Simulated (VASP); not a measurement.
Input of a VASP 6.6.1 run:

The input INCAR:

```
PREC = Accurate
ENCUT = 520
EDIFF = 1E-7
ISMEAR = -1
SIGMA = 0.01
LREAL = F
LASPH = T
NELM = 80
ALGO = Normal
ISIF = 2
LWAVE = F
LCHARG = F
GGA = PE
NBANDS = 27
```

KPOINTS

```
regular mesh
0
Gamma
  5 5 5
```

Contents of POSCAR:

```
KTaO3
1.0
    4.0680660000      0.0000000000      0.0000000000
    0.0000000000      4.0680660000      0.0000000000
    0.0000000000      0.0000000000      3.9883000000
K Ta O
1 1 3
Direct
    0.5000000000      0.5000000000      0.5000000000
    0.0000000000      0.0000000000      0.0000000000
    0.5000000000      0.0000000000      0.0000000000
    0.0000000000      0.5000000000      0.0000000000
    0.0000000000      0.0000000000      0.5000000000
```

Potentials or basis: VASP PAW PBE potentials, release 64 (K_sv, Ta_pv, O).

The run is started by

```console
$ cat potpaw_PBE.64/K_sv/POTCAR potpaw_PBE.64/Ta_pv/POTCAR potpaw_PBE.64/O/POTCAR > POTCAR
$ mpirun -np 1 vasp_std > vasp.out
```

Task: Estimate the pressure.

Result: -1.6 GPa.

Task: What does it give for the band gap on the k mesh?

Result: 2.17 eV, indirect (least direct gap 2.68 eV).

Stress tensor (GPa, compression positive):
```
-3.84  0.00  0.00
 0.00 -3.84  0.00
 0.00  0.00  2.84
```

Caveat: the cell differs from its parent crystal (equal xx and yy strain of +2 %); spin-orbit coupling is left out, which moves the levels of the heavy elements. A k mesh can miss the band edges.
